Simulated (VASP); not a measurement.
**HfO2 (polar HfO2, relaxed): single point with LDA**

HfO2 (polar HfO2, relaxed):

```
CELL_PARAMETERS angstrom
5.18110 0.00000 0.00000
0.00000 4.97560 0.00000
0.00000 0.00000 4.99611
ATOMIC_POSITIONS crystal
Hf 0.96695 0.72843 0.73588
Hf 0.03147 0.27278 0.26925
Hf 0.46852 0.27284 0.76938
Hf 0.53305 0.72842 0.23596
O 0.61763 0.90281 0.82084
O 0.38406 0.09772 0.24554
O 0.11588 0.09775 0.74575
O 0.88243 0.90281 0.32076
O 0.75963 0.44950 0.00959
O 0.25597 0.54869 0.49726
O 0.24393 0.54884 0.99722
O 0.74048 0.44941 0.50964
```

| Item | Value |
| --- | --- |
| Program | VASP 6.6.1 |
| Task | single point |
| Functional | LDA |
| Potentials or basis | VASP PAW LDA potentials, release 64 (Hf_pv, O) |
| Cutoff | 520 eV |
| k mesh | 3 × 3 × 3 |
| Occupations | gaussian, width 0.01 eV |
| Spin | no spin polarisation |
| Dipole correction | no |
| Further INCAR settings | ALGO = Normal; EDIFF = 1e-06; NBANDS = 56 |

The pressure is -5.1 GPa, the largest force is 0.147 eV/Å and the band gap on the k mesh is 4.17 eV, direct.

Forces on the atoms (eV/Å):
```
Hf  -0.022 -0.025 -0.057
Hf   0.039  0.044 -0.047
Hf  -0.040  0.037 -0.048
Hf   0.023 -0.026 -0.064
O    0.050  0.043  0.050
O   -0.033 -0.044  0.136
O    0.040 -0.044  0.134
O   -0.056  0.038  0.056
O   -0.030  0.017 -0.042
O   -0.030 -0.027 -0.038
O    0.043 -0.030 -0.031
O    0.017  0.018 -0.048
```

Stress tensor (GPa, compression positive):
```
-3.19  0.00  0.01
 0.00 -6.58  8.58
 0.01  8.58 -5.52
```

Levels at points of the mesh, in eV from the valence-band top:
| k point | band 41 | band 42 | band 43 | band 44 | band 45 | band 46 | band 47 | band 48 |
| --- | --- | --- | --- | --- | --- | --- | --- | --- |
| (0.00, 0.00, 0.00) | -0.29 | -0.28 | -0.06 | 0.00 | 4.17 | 5.36 | 5.76 | 5.79 |

Wall time 3.4 min on 1 thread of Intel Xeon 8259CL, on a shared host, peak memory 0.23 GiB.

Caveat: the k points lie up to 0.42 Å⁻¹ apart; spin-orbit coupling is left out, which moves the levels of the heavy elements. A k mesh can miss the band edges.
